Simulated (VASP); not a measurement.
Runs of VASP 6.6.1 on Ti. The structure is that of space group Fm-3m (No. 225), or close to it. The cells are those of the table. This isn't the form of Ti at room conditions, which is hcp.

| task | cell | cutoff (eV) | gap on the mesh (eV) | pressure (GPa) |
| --- | --- | --- | --- | --- |
| single point | a = 2.871 Å, angles 60.0°, 1 atom | 500 | none | (c) |
| electric field gradients | a = 2.812 Å, angles 60.0°, 1 atom | 400 | none | 1.4 |
| electric field gradients | a = 2.890 Å, angles 60.0°, 1 atom | 400 | none | -7.7 |
| single point | a = 2.914, b = 2.914, c = 2.871 Å, angles 60.5, 60.5, 59.0°, 1 atom | 520 | none | -7.9 |
| single point | a = 2.812 Å, angles 60.0°, 1 atom | 500 | none | 2.2 |
| single point | a = 2.900, b = 2.900, c = 2.928 Å, angles 59.7, 59.7, 60.7°, 1 atom | 520 | none | (b) |
| single point | a = 2.857, b = 2.857, c = 2.871 Å, angles 59.8, 59.8, 60.3°, 1 atom | 500 | none | (a) |
| electric field gradients | a = 2.927 Å, angles 60.0°, 1 atom | 400 | none | -11.1 |

Alike in all rows: level LDA; potentials or basis VASP PAW LDA potentials, release 64 (Ti_sv); no spin polarisation; k mesh 15 × 15 × 15; smearing fermi-dirac 0.05 eV.

**Question.** Estimate the missing entries.

**Answer.** (a) -3.9; (b) -8.8; (c) -5.0.

Caveats: the cell stands under tension (at least some runs).

A gap of «none» marks levels without a gap at the run's occupations.
